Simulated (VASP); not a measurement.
# RbBr (F-43m) in VASP: notebook

Aim: see how the results for RbBr move with the level of theory and the settings. Levels: PBE, LDA, r2SCAN, PBEsol. Tasks: single point, relaxation of cell and atoms.

All numbers are computed with VASP 6.6.1; they aren't measurements. Logs are shortened: lines on timing, memory, paths and dates and some standing lists are left out, and cuts for length are marked.

### Step 1. The cell of the first run

The structure is cubic, space group F-43m (No. 216). Conventional cell: a = 7.739 Å, b = 7.739 Å, c = 7.739 Å, α = 90.00°, β = 90.00°, γ = 90.00°. Rb (site symmetry -43m) has 4 Br at 3.35 Å within 4.4 Å. Within 4.4 Å of Br (site symmetry -43m) lie 4 Rb at 3.35 Å.

### Step 2. Single point, PBE

The input, INCAR:

```
SYSTEM = RbBr
PREC = Accurate
ENCUT = 520
EDIFF = 1E-7
ISMEAR = -1
SIGMA = 0.02
LREAL = .FALSE.
LASPH = .TRUE.
NELM = 60
ALGO = Normal
ISIF = 2
LWAVE = .FALSE.
LCHARG = .FALSE.
GGA = PE
NBANDS = 15
```

The input, KPOINTS:

```
Automatic mesh
0
G
  6 6 6
  0 0 0
```

The input, POSCAR:

```
RbBr
1.0
    0.0000000000      3.8694971258      3.8694971258
    3.8694971258      0.0000000000      3.8694971258
    3.8694971258      3.8694971258      0.0000000000
Rb Br
1 1
Direct
    0.0000000000      0.0000000000      0.0000000000
    0.2500000000      0.2500000000      0.2500000000
```

Potentials or basis: VASP PAW PBE potentials, release 64 (Rb_sv, Br).

The run is started by

```sh
> cat potpaw_PBE.64/Rb_sv/POTCAR potpaw_PBE.64/Br/POTCAR > POTCAR
> mpirun -np 1 vasp_std > vasp.out
```

OUTCAR:

```text
SYSTEM = RbBr
   PREC = Accurate
   ENCUT = 520
   EDIFF = 1E-7
   ISMEAR = -1
   LREAL = .FALSE.
   LASPH = .TRUE.
   NELM = 60
   ISIF = 2
   GGA = PE

 ion  position               nearest neighbor table
   1  0.000  0.000  0.000-   2 3.35   2 3.35   2 3.35   2 3.35
   2  0.250  0.250  0.250-   1 3.35   1 3.35   1 3.35   1 3.35

  LATTYP: Found a face centered cubic cell.
 ALAT       =     7.7389942516

  Lattice vectors:

 A1 = (   0.0000000000,   3.8694971258,   3.8694971258)
 A2 = (   3.8694971258,   0.0000000000,   3.8694971258)
 A3 = (   3.8694971258,   3.8694971258,   0.0000000000)

Analysis of symmetry for initial positions (statically):
=====================================================================
 Subroutine PRICEL returns:
 Original cell was already a primitive cell.

 Routine SETGRP: Setting up the symmetry group for a
 face centered cubic supercell.

 Subroutine GETGRP returns: Found 24 space group operations
 (whereof 24 operations were pure point group operations)
 out of a pool of 48 trial point group operations.

The static configuration has the point symmetry T_d .

Analysis of symmetry for dynamics (positions and initial velocities):
=====================================================================
 Subroutine PRICEL returns:
 Original cell was already a primitive cell.

 Routine SETGRP: Setting up the symmetry group for a
 face centered cubic supercell.

 Subroutine GETGRP returns: Found 24 space group operations
 (whereof 24 operations were pure point group operations)
 out of a pool of 48 trial point group operations.

The dynamic configuration has the point symmetry T_d .

 Subroutine INISYM returns: Found 24 space group operations
 (whereof 24 operations are pure point group operations),
 and found     1 'primitive' translations

----------------------------------------------------------------------------------------

                                     Primitive cell

  volume of cell :     115.8760

  direct lattice vectors                    reciprocal lattice vectors
     0.000000000  3.869497126  3.869497126    -0.129215757  0.129215757  0.129215757
     3.869497126  0.000000000  3.869497126     0.129215757 -0.129215757  0.129215757
     3.869497126  3.869497126  0.000000000     0.129215757  0.129215757 -0.129215757

  length of vectors
     5.472295315  5.472295315  5.472295315     0.223808256  0.223808256  0.223808256

  position of ions in fractional coordinates (direct lattice)
     0.000000000  0.000000000  0.000000000
     0.250000000  0.250000000  0.250000000

  ion indices of the primitive-cell ions
   primitive index   ion index
                 1           1
                 2           2

----------------------------------------------------------------------------------------

 KPOINTS: Automatic mesh

Automatic generation of k-mesh.
 Grid dimensions read from file:
 generate k-points for:    6    6    6

 Generating k-lattice:

  Cartesian coordinates                     Fractional coordinates (reciprocal lattice)
    -0.021535959  0.021535959  0.021535959     0.166666667  0.000000000  0.000000000
     0.021535959 -0.021535959  0.021535959     0.000000000  0.166666667  0.000000000
     0.021535959  0.021535959 -0.021535959     0.000000000  0.000000000  0.166666667

  Length of vectors
     0.037301376  0.037301376  0.037301376

  Shift w.r.t. Gamma in fractional coordinates (k-lattice)
     0.000000000  0.000000000  0.000000000

 Subroutine IBZKPT returns following result:
 ===========================================

 Found     16 irreducible k-points:

 Following reciprocal coordinates:
            Coordinates               Weight
  0.000000  0.000000  0.000000      1.000000
  0.166667  0.000000  0.000000      8.000000
  0.333333  0.000000  0.000000      8.000000
  0.500000  0.000000  0.000000      4.000000
  0.166667  0.166667  0.000000      6.000000
  0.333333  0.166667  0.000000     24.000000
[... 8 lines left out ...]
 -0.333333  0.333333  0.166667     24.000000
 -0.333333  0.500000  0.166667     12.000000
   k-points           NKPTS =     16   k-points in BZ     NKDIM =     16   number of bands    NBANDS=     15
   number of dos      NEDOS =    301   number of ions     NIONS =      2
   total plane-waves  NPLWV =  74088
   dimension x,y,z NGX =    42 NGY =   42 NGZ =   42
   dimension x,y,z NGXF=    84 NGYF=   84 NGZF=   84
   ions per type =               1   1
   NGX,Y,Z   is equivalent  to a cutoff of  12.76, 12.76, 12.76 a.u.
   NGXF,Y,Z  is equivalent  to a cutoff of  25.52, 25.52, 25.52 a.u.
 SYSTEM =  RbBr
   PREC   = accura    normal or accurate (medium, high low for compatibility)
   ISTART =      0    job   : 0-new  1-cont  2-samecut
   ICHARG =      2    charge: 1-file 2-atom 10-const
   ISPIN  =      1    spin polarized calculation?
   LNONCOLLINEAR =      F non collinear calculations
   LSORBIT =      F    spin-orbit coupling
   LASPH  =      T    aspherical Exc in radial PAW
   ENCUT  =  520.0 eV  38.22 Ry    6.18 a.u.  10.17 10.17 10.17*2*pi/ulx,y,z
   NELM   =     60;   NELMIN=  2; NELMDL= -5     # of ELM steps
   EDIFF  = 0.1E-06   stopping-criterion for ELM
   LREAL  =      F    real-space projection
   EDIFFG = 0.1E-05   stopping-criterion for IOM
   NSW    =      0    number of steps for IOM
   IBRION =     -1    ionic relax: 0-MD 1-quasi-New 2-CG
   NFREE  =      0    steps in history (QN), initial steepest desc. (CG)
   ISIF   =      2    stress and relaxation
   ISYM   =      2    0-nonsym 1-usesym 2-fastsym
   POTIM  = 0.5000    time-step for ionic-motion
   TEBEG  =    0.0;   TEEND  =   0.0 temperature during run
   PSTRESS=    0.0 pullay stress
   NELECT =      16.0000    total number of electrons
   NUPDOWN=      -1.0000    fix difference up-down
   EMIN   =  10.00;   EMAX   =-10.00  energy-range for DOS
   EFERMI =   0.00;   METHOD = LEGACY
   ISMEAR =    -1;   SIGMA  =   0.02  broadening in eV -4-tet -1-fermi 0-gaus
   EFERMI_NEDOS =   21; number of points for ismear=-14 and -15
   IALGO  =     38    algorithm
   IMIX   =      4    mixing-type and parameters
     AMIX     =   0.40;   BMIX     =  1.00
     AMIX_MAG =   1.60;   BMIX_MAG =  1.00
  volume/ion in A,a.u.               =      57.94       390.98
  Fermi-wavevector in a.u.,A,eV,Ry     =   0.846156  1.599002  9.741493  0.715980
  Thomas-Fermi vector in A             =   1.961458
   LORBIT       =      0    0 simple, 1 ext, 2 COOP (PROOUT), +10 PAW based schemes
   GGA     = PE    functional components
   LHFCALC =     F    Hartree Fock is set to
   AEXX    =    0.0000 exact exchange contribution
   IVDW    =     0    specifies the selected vdW correction
   LEPSILON=     F    determine dielectric tensor
   LRPA    =     F    only Hartree local field effects (RPA)
 non-spin polarized calculation
  energy-cutoff  :      520.00
  volume of cell :      115.88
 maximum number of plane-waves:      3143
 NGX is ok and might be reduce to    42
   NGX = 21   NGY = 21   NGZ = 21

 number of electron      15.9999998 magnetization

 Free energy of the ion-electron system (eV)
  ---------------------------------------------------
  ext. energy  EPLUGINS =         0.00000000
  ---------------------------------------------------
  free energy    TOTEN  =        -5.92751639 eV

  energy without entropy =       -5.92751639  energy(sigma->0) =       -5.92751639

 E-fermi :  -2.5424     XC(G=0):  -5.7334

 val. band max:       -3.0810175792   @ k =   0.5000   0.5000   0.0000
 cond. band min:       0.9940633813   @ k =   0.0000   0.0000   0.0000
 fundamental gap:      4.0750809605
 Fermi energy:        -2.5423750483

 k-point     1 :       0.0000    0.0000    0.0000
  band No.  band energies     occupation
      1     -27.6698      2.00000
      2     -14.9552      2.00000
      3     -11.7769      2.00000
      4     -11.7769      2.00000
      5     -11.7769      2.00000
      6      -3.1690      2.00000
      7      -3.1690      2.00000
      8      -3.1690      2.00000
      9       0.9941      0.00000
     10       5.0772      0.00000
     11       5.0772      0.00000
     12       6.0422      0.00000
     13       6.0422      0.00000
     14       6.0422      0.00000
     15       7.0471      0.00000

 k-point     2 :       0.1667    0.0000    0.0000
  band No.  band energies     occupation
      1     -27.6693      2.00000
      2     -14.9664      2.00000
      3     -11.7799      2.00000
      4     -11.7799      2.00000
      5     -11.7646      2.00000
      6      -3.2388      2.00000
      7      -3.1570      2.00000
      8      -3.1570      2.00000
      9       1.3852      0.00000
     10       4.8267      0.00000
     11       4.8267      0.00000
     12       5.6732      0.00000
     13       6.2230      0.00000
     14       6.4998      0.00000
     15       6.4998      0.00000

 k-point     3 :       0.3333    0.0000    0.0000
  band No.  band energies     occupation
      1     -27.6683      2.00000
      2     -14.9884      2.00000
      3     -11.7860      2.00000
      4     -11.7860      2.00000
      5     -11.7411      2.00000
      6      -3.3420      2.00000
      7      -3.1339      2.00000
      8      -3.1339      2.00000
      9       2.2858      0.00000
     10       4.4485      0.00000
     11       4.6924      0.00000
     12       4.6924      0.00000
     13       6.0748      0.00000
     14       6.3474      0.00000
     15       6.3474      0.00000

 k-point     4 :       0.5000    0.0000    0.0000
  band No.  band energies     occupation
      1     -27.6677      2.00000
      2     -14.9991      2.00000
      3     -11.7890      2.00000
      4     -11.7890      2.00000
      5     -11.7299      2.00000
      6      -3.3790      2.00000
      7      -3.1228      2.00000
      8      -3.1228      2.00000
      9       3.1903      0.00000
     10       3.4020      0.00000
     11       4.7247      0.00000
     12       4.7247      0.00000
     13       6.1046      0.00000
     14       6.1046      0.00000
     15       6.6270      0.00000
[... 163 lines left out ...]
 k-point    14 :       0.5000    0.3333    0.1667
  band No.  band energies     occupation
      1     -27.6676      2.00000
      2     -15.0025      2.00000
      3     -11.8098      2.00000
      4     -11.7960      2.00000
      5     -11.6998      2.00000
      6      -3.3635      2.00000
      7      -3.1641      2.00000
      8      -3.1058      2.00000
      9       2.8310      0.00000
     10       3.7154      0.00000
     11       4.6088      0.00000
     12       5.1667      0.00000
     13       6.2884      0.00000
     14       6.4323      0.00000
     15       6.7781      0.00000

 k-point    15 :      -0.3333    0.3333    0.1667
  band No.  band energies     occupation
      1     -27.6672      2.00000
      2     -15.0095      2.00000
      3     -11.8172      2.00000
      4     -11.8000      2.00000
      5     -11.6850      2.00000
      6      -3.3355      2.00000
      7      -3.2104      2.00000
      8      -3.0946      2.00000
      9       3.0591      0.00000
     10       3.6691      0.00000
     11       4.6302      0.00000
     12       5.1433      0.00000
     13       6.1460      0.00000
     14       6.3321      0.00000
     15       6.9069      0.00000

 k-point    16 :      -0.3333    0.5000    0.1667
  band No.  band energies     occupation
      1     -27.6670      2.00000
      2     -15.0130      2.00000
      3     -11.8152      2.00000
      4     -11.8066      2.00000
      5     -11.6784      2.00000
      6      -3.3894      2.00000
      7      -3.1698      2.00000
      8      -3.0819      2.00000
      9       2.9370      0.00000
     10       3.6450      0.00000
     11       5.2931      0.00000
     12       5.5293      0.00000
     13       5.7393      0.00000
     14       5.9716      0.00000
     15       6.8281      0.00000

------------------------ aborting loop because EDIFF is reached ----------------------------------------

  FORCE on cell =-STRESS in cart. coord.  units (eV):
  Direction    XX          YY          ZZ          XY          YZ          ZX
  --------------------------------------------------------------------------------------
  -------------------------------------------------------------------------------------
  Total        0.1368637      0.1368637      0.1368637      0.0000000     -0.0000000      0.0000000
  in kB        1.8923666      1.8923666      1.8923666      0.0000000     -0.0000000      0.0000000
  external PRESSURE =       1.8923666 kB  Pullay stress =       0.0000000 kB

 VOLUME and BASIS-vectors are now :
 -----------------------------------------------------------------------------
  energy-cutoff  :      520.00
  volume of cell :      115.88
      direct lattice vectors                 reciprocal lattice vectors
     0.000000000  3.869497126  3.869497126    -0.129215757  0.129215757  0.129215757
     3.869497126  0.000000000  3.869497126     0.129215757 -0.129215757  0.129215757
     3.869497126  3.869497126  0.000000000     0.129215757  0.129215757 -0.129215757

 POSITION                                       TOTAL-FORCE (eV/Angst)
 -----------------------------------------------------------------------------------
      0.00000      0.00000      0.00000        -0.000000      0.000000     -0.000000
      1.93475      1.93475      1.93475         0.000000     -0.000000      0.000000
 -----------------------------------------------------------------------------------
    total drift:                                0.000000      0.000000      0.000000

  FREE ENERGIE OF THE ION-ELECTRON SYSTEM (eV)
  ---------------------------------------------------
  free  energy   TOTEN  =        -5.9275163950 eV

  energy  without entropy=       -5.9275163950  energy(sigma->0) =       -5.92751639
```

It took 33 s on 1 thread of Intel Xeon 6975P-C, shared host; peak memory 0.26 GiB.

Results:

| Quantity | Value |
| --- | --- |
| Free energy | -5.9275 eV |
| Pressure | 0.2 GPa |
| Band gap on the k mesh | 4.08 eV, indirect (least direct gap 4.16 eV) |

### Step 3. Single point, LDA

The input, INCAR:

```
PREC = Accurate
ENCUT = 520
EDIFF = 1E-6
ISMEAR = 0
SIGMA = 0.01
LREAL = F
LASPH = T
NELM = 100
ALGO = Normal
ISIF = 2
LWAVE = F
LCHARG = F
NBANDS = 15
```

The input, KPOINTS:

```
regular mesh
0
Gamma
  6 6 6
```

POSCAR is that of step 2.

Potentials or basis: VASP PAW LDA potentials, release 64 (Rb_sv, Br).

The run is started by

```sh
> cat potpaw_LDA.64/Rb_sv/POTCAR potpaw_LDA.64/Br/POTCAR > POTCAR
> mpirun -np 1 vasp_std > vasp.out
```

Wall time 30 s (1 thread of Intel Xeon 6975P-C, shared host); peak memory 0.21 GiB.

The run converged. Its results:

* Free energy: -6.3533 eV
* Pressure: -0.9 GPa
* Band gap on the k mesh: 3.82 eV, indirect (least direct gap 3.91 eV)

Levels at points of the mesh, in eV from the valence-band top:
```
           k point  band 5  band 6  band 7  band 8  band 9  band 10  band 11  band 12
(0.00, 0.00, 0.00)   -8.63   -0.09   -0.09   -0.09    3.82     7.98     7.98     8.95
(0.50, 0.00, 0.00)   -8.58   -0.32   -0.04   -0.04    6.02     6.27     7.61     7.61
(0.50, 0.50, 0.00)   -8.54   -0.42    0.00    0.00    5.72     6.51     8.18     8.74
```

### Step 4. Single point, r2SCAN

POSCAR is that of step 3.

The input, INCAR.step1:

```
SYSTEM = RbBr
PREC = Accurate
ENCUT = 520
ISMEAR = -1
SIGMA = 0.02
LREAL = .False.
LASPH = .True.
NELM = 60
NBANDS = 15
GGA = PE
ALGO = Normal
EDIFF = 1E-4
LWAVE = .True.
LCHARG = .False.
```

The input, INCAR.step2:

```
SYSTEM = RbBr
PREC = Accurate
ENCUT = 520
EDIFF = 1E-6
ISMEAR = -1
SIGMA = 0.02
LREAL = .False.
LASPH = .True.
NELM = 60
ALGO = Normal
ISIF = 2
LWAVE = .False.
LCHARG = .False.
METAGGA = R2SCAN
LMIXTAU = .True.
NBANDS = 15
ISTART = 1
```

The input, KPOINTS:

```
Automatic mesh
0
Gamma
  6 6 6
  0 0 0
```

Potentials or basis: VASP PAW PBE potentials, release 64 (Rb_sv, Br).

The run is started by

```sh
> cat potpaw_PBE.64/Rb_sv/POTCAR potpaw_PBE.64/Br/POTCAR > POTCAR
> cp INCAR.step1 INCAR
> mpirun -np 1 vasp_std > vasp.out
> cp INCAR.step2 INCAR
> mpirun -np 1 vasp_std > vasp.out
```

Wall time 1.7 min (1 thread of Intel Xeon 6975P-C, shared host); peak memory 0.29 GiB.

It converged, with:

| Item | Value |
| --- | --- |
| Free energy | -30.8790 eV |
| Pressure | 0.0 GPa |
| Band gap on the k mesh | 4.65 eV, indirect (least direct gap 4.73 eV) |

Levels at points of the mesh, in eV from the valence-band top:
```
           k point  band 4  band 5  band 6  band 7  band 8  band 9  band 10  band 11  band 12  band 13
(0.00, 0.00, 0.00)   -8.92   -8.92   -0.09   -0.09   -0.09    4.65     8.89     8.89     9.84     9.84
(0.50, 0.00, 0.00)   -8.93   -8.87   -0.28   -0.04   -0.04    6.94     6.96     8.47     8.47     9.98
(0.50, 0.50, 0.00)   -8.95   -8.83   -0.37    0.00    0.00    6.40     7.29     9.38     9.80     9.81
```

Caveat: the PAW data sets were made with another functional, which shifts forces and pressure a little.

### Step 5. Single point, r2SCAN

POSCAR is that of step 4.

The input, INCAR.step1:

```
SYSTEM = RbBr
PREC = Accurate ; ENCUT = 520
ISMEAR = 0 ; SIGMA = 0.01
LREAL = .FALSE. ; LASPH = .TRUE.
NELM = 100 ; NBANDS = 15
GGA = PE ; ALGO = Normal
EDIFF = 1E-4 ; LWAVE = .TRUE.
LCHARG = .FALSE.
```

The input, INCAR.step2:

```
SYSTEM = RbBr
PREC = Accurate ; ENCUT = 520
EDIFF = 1E-6 ; ISMEAR = 0
SIGMA = 0.01 ; LREAL = .FALSE.
LASPH = .TRUE. ; NELM = 100
ALGO = Normal ; ISIF = 2
LWAVE = .FALSE. ; LCHARG = .FALSE.
METAGGA = R2SCAN ; LMIXTAU = .TRUE.
NBANDS = 15 ; ISTART = 1
```

The input, KPOINTS:

```
regular mesh
0
G
  6 6 6
  0 0 0
```

The run is started by

```sh
> cat potpaw_PBE.64/Rb_sv/POTCAR potpaw_PBE.64/Br/POTCAR > POTCAR
> cp INCAR.step1 INCAR
> mpirun -np 1 vasp_std > vasp.out
> cp INCAR.step2 INCAR
> mpirun -np 1 vasp_std > vasp.out
```

It took 2 min on 1 thread of Intel Xeon 6975P-C, shared host; peak memory 0.29 GiB.

The run converged. Its results:

```
Free energy            : -30.8790 eV
Pressure               : 0.0 GPa
Band gap on the k mesh : 4.65 eV, indirect (least direct gap 4.73 eV)
```

Levels at points of the mesh, in eV from the valence-band top:
| k point | band 6 | band 7 | band 8 | band 9 | band 10 | band 11 |
| --- | --- | --- | --- | --- | --- | --- |
| (0.00, 0.00, 0.00) | -0.09 | -0.09 | -0.09 | 4.65 | 8.89 | 8.89 |
| (0.50, 0.00, 0.00) | -0.28 | -0.04 | -0.04 | 6.94 | 6.96 | 8.47 |
| (0.50, 0.50, 0.00) | -0.37 | 0.00 | 0.00 | 6.40 | 7.29 | 9.38 |

Caveat: the PAW data sets were made with another functional, which shifts forces and pressure a little.

[end of part 1 of 2]
